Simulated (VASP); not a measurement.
The system is Zn3SnO.

```
Zn Sn O
1.0
     5.02075    0.00000    0.00000
    -2.51037    4.34809    0.00000
     0.00000    0.00000    4.43285
Zn Sn O
3 1 1
Direct
  0.50000 0.00000 0.00000
  0.00000 0.50000 0.00000
  0.50000 0.50000 0.00000
  0.00000 0.00000 0.00000
  0.00000 0.00000 0.50000
```

- Program: VASP 6.6.1
- Task: relaxation of cell and atoms
- Functional: PBE
- Potentials or basis: VASP PAW PBE potentials, release 64 (Zn, Sn_d, O)
- Cutoff: 600 eV
- k mesh: 6 × 6 × 4
- Occupations: gaussian, width 0.1 eV
- Spin: no spin polarisation

At the start: pressure 10.2 GPa; volume 19.35 Å³/atom.

Q: Where does the relaxation end?

A: Over 6 steps the energy falls by 180.2 meV/atom and the volume is 21.92 Å³/atom (+13.2 %); space group P6/mmm (No. 191, to 0.05 Å).

The path:
```
step  energy change (eV)  largest force (eV/Å)  pressure (GPa)  volume (Å³)
   1              0.0000                0.0000           10.17        96.77
   2             -0.8576                0.0000           -1.89       114.37
   3             -0.8592                0.0000           -1.53       112.74
   4             -0.8595                0.0000           -1.60       113.06
   5             -0.9001                0.0000           -0.22       110.02
   6             -0.9011                0.0000            0.02       109.58
```

Final structure:
```
Zn Sn O
1.0
     5.50288    0.00000    0.00000
    -2.75144    4.76563    0.00000
     0.00000    0.00000    4.17840
Zn Sn O
3 1 1
Direct
  0.50000 0.00000 0.00000
  0.00000 0.50000 0.00000
  0.50000 0.50000 0.00000
  0.00000 0.00000 0.00000
  0.00000 0.00000 0.50000
```
